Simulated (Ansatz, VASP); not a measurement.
YbBi in VASP and in Ansatz

File INCAR:

```
SYSTEM = YbBi
ALGO = Normal
EDIFF = 1E-7
ENCUT = 520
GGA = PE
ISIF = 2
ISMEAR = -5
ISPIN = 2
LASPH = .TRUE.
LCHARG = .TRUE.
LDAU = .TRUE.
LDAUJ = 0 0
LDAUL = 3 -1
LDAUPRINT = 1
LDAUTYPE = 2
LDAUU = 6 0
LELF = .TRUE.
LMAXMIX = 6
LORBIT = 11
LREAL = .FALSE.
LVHAR = .TRUE.
LWAVE = .FALSE.
MAGMOM = 1 0
NBANDS = 30
NELM = 150
PREC = Accurate
SIGMA = 0.1
```

KPOINTS

```
k-points
0
G
  8 8 8
  0 0 0
```

Contents of POSCAR:

```
YbBi
1.0
    3.9782629517      0.0000000000      0.0000000000
    0.0000000000      3.9782629517      0.0000000000
    0.0000000000      0.0000000000      3.9782629517
Yb Bi
1 1
Direct
    0.0000000000      0.0000000000      0.0000000000
    0.5000000000      0.5000000000      0.5000000000
```

Input for Ansatz:

```yaml
crystal:
  lattice:
    - [3.9782629517, 0.0, 0.0]
    - [0.0, 3.9782629517, 0.0]
    - [0.0, 0.0, 3.9782629517]
  atoms:
    - { symbol: Yb, position: [0.0, 0.0, 0.0], spin: 1.0 }
    - { symbol: Bi, position: [0.5, 0.5, 0.5] }
basis:
  ecutwfc: 420
  ecutrho_ratio: 4
kpoints:
  mp_grid: { grid: [8, 8, 8] }
hamiltonian:
  xc: pbe
  hubbard: { sites: [{ species: Yb, l: f, u_eff: 6.0 }] }
scf:
  occupations: { method: tetrahedron }
output:
  forces: true
  stress: true
magnetization:
  spin_polarized: true
```

Alike in both runs: task single point; functional PBE; k mesh 8 × 8 × 8; occupations tetrahedron; collinear spin; Hubbard terms Yb f U = 6.0 eV.

```csv
,VASP,Ansatz
version,VASP 6.6.1,Ansatz 0.2.0
potentials or method,"VASP PAW PBE potentials, release 64 (Yb, Bi_d), cutoff 520 eV","scalar-relativistic, plane waves, PAW"
valence electrons in the cell,39,39
```

```tsv
	VASP	Ansatz	Ansatz less VASP
gap on the k mesh at the Fermi level (eV)	none	none	-
pressure (GPa)	0.2	0.0	-0.23
net moment per atom (μB)	0.00	0.00	-0.001
```

The programs project onto different local orbitals, so the same U acts differently, and such runs can settle in different states. A gap of «none» marks a metal or a gap that the smearing closes. Ansatz's warnings: band table not solved further, filled band counts differ across k points, seeded moment not kept, stability check not made, tetrahedron derivatives may miss energy slope.

Spin-orbit coupling is off throughout.
